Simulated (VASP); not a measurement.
# Zr2B3 (P6/mmm) in VASP: a series of runs, part 2 of 2

VASP 6.6.1.

## (3) Single point, PBE

This run uses another cell than the first one: it holds 10 atoms, not 5.

Contents of INCAR:

```
ALGO = Normal ; EDIFF = 1E-6
ENCUT = 520 ; GGA = PE
ISIF = 2 ; ISMEAR = 0
LASPH = True ; LCHARG = False
LREAL = False ; LWAVE = False
NBANDS = 44 ; NELM = 80
PREC = Accurate ; SIGMA = 0.2
```

Contents of KPOINTS:

```
k-points
0
Gamma
  6 6 2
```

Contents of POSCAR:

```
Zr2B3
1.0
    3.5858713307      0.0000000000      0.0000000000
   -1.7929356653      3.1054556670      0.0000000000
    0.0000000000      0.0000000000     13.1489326542
Zr B
4 6
Direct
    1.0000000000      1.0000000000      0.1250991543
    0.0000000000      1.0000000000      0.6250991543
    0.0000000000      0.0000000000      0.3749008457
    0.0000000000      0.0000000000      0.8749008457
    0.5000000000      0.0000000000      0.2500000000
    0.5000000000      0.0000000000      0.7500000000
    1.0000000000      0.5000000000      0.2500000000
    1.0000000000      0.5000000000      0.7500000000
    0.5000000000      0.5000000000      0.2500000000
    0.5000000000      0.5000000000      0.7500000000
```

Potentials or basis: VASP PAW PBE potentials, release 64 (Zr_sv, B).

On the command line:

```
$ cat potpaw_PBE.64/Zr_sv/POTCAR potpaw_PBE.64/B/POTCAR > POTCAR
$ mpirun -np 1 vasp_std > vasp.out
```

OUTCAR:

```text
EDIFF = 1E-6
   ENCUT = 520
   GGA = PE
   ISIF = 2
   ISMEAR = 0
   LASPH = True
   LREAL = False
   NELM = 80
   PREC = Accurate

 ion  position               nearest neighbor table
   1  0.000  0.000  0.125-   7 2.43   7 2.43   9 2.43   9 2.43   5 2.43   5 2.43   3 3.28   4 3.29

   2  0.000  0.000  0.625-   8 2.43   8 2.43  10 2.43  10 2.43   6 2.43   6 2.43   4 3.28   3 3.29

   3  0.000  0.000  0.375-   7 2.43   7 2.43   9 2.43   9 2.43   5 2.43   5 2.43   1 3.28   2 3.29
[... 889 lines left out ...]
  in kB       -5.4070913     -5.4070913     10.1672693     -0.0000000      0.0000000      0.0000000
  external PRESSURE =      -0.2156377 kB  Pullay stress =       0.0000000 kB

 VOLUME and BASIS-vectors are now :
 -----------------------------------------------------------------------------
  energy-cutoff  :      520.00
  volume of cell :      146.42
      direct lattice vectors                 reciprocal lattice vectors
     3.585871331  0.000000000  0.000000000     0.278872248  0.161006968  0.000000000
    -1.792935665  3.105455667  0.000000000     0.000000000  0.322013935  0.000000000
     0.000000000  0.000000000 13.148932654     0.000000000  0.000000000  0.076051800

 POSITION                                       TOTAL-FORCE (eV/Angst)
 -----------------------------------------------------------------------------------
      0.00000      0.00000      1.64492         0.000000      0.000000     -0.105512
      0.00000      0.00000      8.21939        -0.000000      0.000000     -0.105512
      0.00000      0.00000      4.92955         0.000000     -0.000000      0.105512
      0.00000      0.00000     11.50401        -0.000000     -0.000000      0.105512
      1.79294      0.00000      3.28723         0.000000      0.000000     -0.000000
      1.79294      0.00000      9.86170         0.000000      0.000000     -0.000000
     -0.89647      1.55273      3.28723         0.000000      0.000000     -0.000000
     -0.89647      1.55273      9.86170         0.000000      0.000000     -0.000000
      0.89647      1.55273      3.28723         0.000000      0.000000     -0.000000
      0.89647      1.55273      9.86170         0.000000      0.000000     -0.000000
 -----------------------------------------------------------------------------------
    total drift:                               -0.000000     -0.000000      0.000000

  FREE ENERGIE OF THE ION-ELECTRON SYSTEM (eV)
  ---------------------------------------------------
  free  energy   TOTEN  =       -73.8035625241 eV

  energy  without entropy=      -73.6475415671  energy(sigma->0) =      -73.72555205
```

Run time: 44 s. Hardware: 1 thread of Intel Xeon 6975P-C (Granite Rapids), shared host; peak memory 0.29 GiB.

Results:

```
Free energy            : -73.8036 eV
Pressure               : 0.0 GPa
Largest force          : 0.106 eV/Å
Band gap on the k mesh : zero (band 33 reaches 8.26 eV, above the bottom of band 34 at 6.02 eV)
```

Forces in eV/Å, atoms in the order of the input:
```
Zr   0.000  0.000 -0.106
Zr   0.000  0.000 -0.106
Zr   0.000  0.000  0.106
Zr   0.000  0.000  0.106
B    0.000  0.000  0.000
B    0.000  0.000  0.000
B    0.000  0.000  0.000
B    0.000  0.000  0.000
B    0.000  0.000  0.000
B    0.000  0.000  0.000
```

## (4) Single point, PBE, collinear spin, ferromagnetic start

This run uses another cell than the first one, of 14.54 Å³/atom, 1.227 times its volume.

Contents of INCAR:

```
PREC     = Accurate       # precision mode
ENCUT    = 520            # plane-wave cutoff, eV
EDIFF    = 1E-6           # SCF threshold, eV
ISMEAR   = 0              # smearing method
SIGMA    = 0.1            # smearing width, eV
LREAL    = False          # projectors in reciprocal space
LASPH    = True           # aspherical terms in the spheres
NELM     = 150            # most SCF steps
ALGO     = Normal         # electronic algorithm
ISIF     = 2              # what is computed and relaxed
LWAVE    = False          # write WAVECAR
LCHARG   = False          # write CHGCAR
ISPIN    = 2              # spin polarisation
MAGMOM   = 1 1 0 0 0      # initial moments
LORBIT   = 11             # projections on sites
LMAXMIX  = 4              # l up to which the mixer works
GGA      = PE             # functional
NBANDS   = 28             # bands
```

Contents of KPOINTS:

```
regular mesh
0
Gamma
  6 6 4
```

Contents of POSCAR:

```
Zr2B3
1.0
    3.5705490030      0.0000000000      0.0000000000
   -1.7852745015      3.0921861420      0.0000000000
    0.0000000000      0.0000000000      6.5865908321
Zr B
2 3
Direct
    0.0000000000      0.0000000000      0.2489668397
    0.0000000000      0.0000000000      0.7510331603
    0.5000000000      0.0000000000      0.5000000000
    0.0000000000      0.5000000000      0.5000000000
    0.5000000000      0.5000000000      0.5000000000
```

On the command line:

```
$ cat potpaw_PBE.64/Zr_sv/POTCAR potpaw_PBE.64/B/POTCAR > POTCAR
$ mpirun -np 1 vasp_std > vasp.out
```

Wall time 38 s (1 thread of Intel Xeon 6975P-C (Granite Rapids), shared host); peak memory 0.25 GiB.

The run converged. Its results:

```
Free energy                                           : -36.8731 eV
Pressure                                              : 0.4 GPa
Net moment                                            : 0.00 μB per cell
Valence electrons inside the program's atomic spheres : Zr 9.88; B 1.98
```

Stress tensor (GPa, compression positive):
```
0.45 0.00 0.00
0.00 0.45 0.00
0.00 0.00 0.19
```

Levels at points of the mesh, in eV from the Fermi level:
Spin up:
| k point | band 14 | band 15 | band 16 | band 17 | band 18 | band 19 |
| --- | --- | --- | --- | --- | --- | --- |
| (0.00, 0.00, 0.00) | -2.88 | -1.76 | -1.64 | -1.64 | -0.41 | -0.41 |
| (0.50, 0.00, 0.00) | -3.50 | -1.02 | -0.50 | 0.77 | 0.95 | 1.92 |
| (0.00, 0.00, 0.50) | -1.95 | -1.62 | -1.57 | -1.57 | -0.54 | -0.54 |
| (0.50, 0.00, 0.50) | -3.74 | -0.84 | 0.17 | 0.39 | 0.41 | 1.96 |
Spin down:
| k point | band 12 | band 13 | band 14 | band 15 | band 16 | band 17 | band 18 | band 19 | band 20 | band 21 |
| --- | --- | --- | --- | --- | --- | --- | --- | --- | --- | --- |
| (0.00, 0.00, 0.00) | -4.50 | -4.50 | -2.88 | -1.76 | -1.64 | -1.64 | -0.41 | -0.41 | 1.88 | 2.61 |
| (0.50, 0.00, 0.00) | -5.12 | -4.01 | -3.50 | -1.02 | -0.50 | 0.77 | 0.95 | 1.92 | 2.44 | 3.46 |
| (0.00, 0.00, 0.50) | -4.43 | -4.43 | -1.95 | -1.62 | -1.57 | -1.57 | -0.54 | -0.54 | 1.11 | 1.77 |
| (0.50, 0.00, 0.50) | -5.06 | -4.08 | -3.74 | -0.84 | 0.17 | 0.39 | 0.41 | 1.96 | 1.97 | 3.27 |

## (5) Overview

| task | spin | cell | k mesh | cutoff (eV) | smearing | gap on the mesh (eV) | pressure (GPa) | largest force (eV/Å) |
| --- | --- | --- | --- | --- | --- | --- | --- | --- |
| relaxation of cell and atoms | off | relaxed from a = 3.307, b = 3.307, c = 6.258 Å, angles 90.0, 90.0, 120.0°, 5 atoms | 6 × 6 × 4 | 600 | gaussian 0.1 eV | none | 0.1 | 0.03 |
| single point | off | a = 3.586, b = 3.586, c = 13.149 Å, angles 90.0, 90.0, 120.0°, 10 atoms | 6 × 6 × 2 | 520 | gaussian 0.2 eV | none | 0.0 | 0.11 |
| single point | collinear, ferromagnetic start | a = 3.571, b = 3.571, c = 6.587 Å, angles 90.0, 90.0, 120.0°, 5 atoms | 6 × 6 × 4 | 520 | gaussian 0.1 eV | none | 0.4 | - |

Alike in all rows: level PBE; potentials or basis VASP PAW PBE potentials, release 64 (Zr_sv, B).

Caveats: some runs use coarse meshes; the volume moved by over 15 % at a fixed basis, so the end points are rough (some runs).

Absolute energies hang on the potentials; compare differences alone.
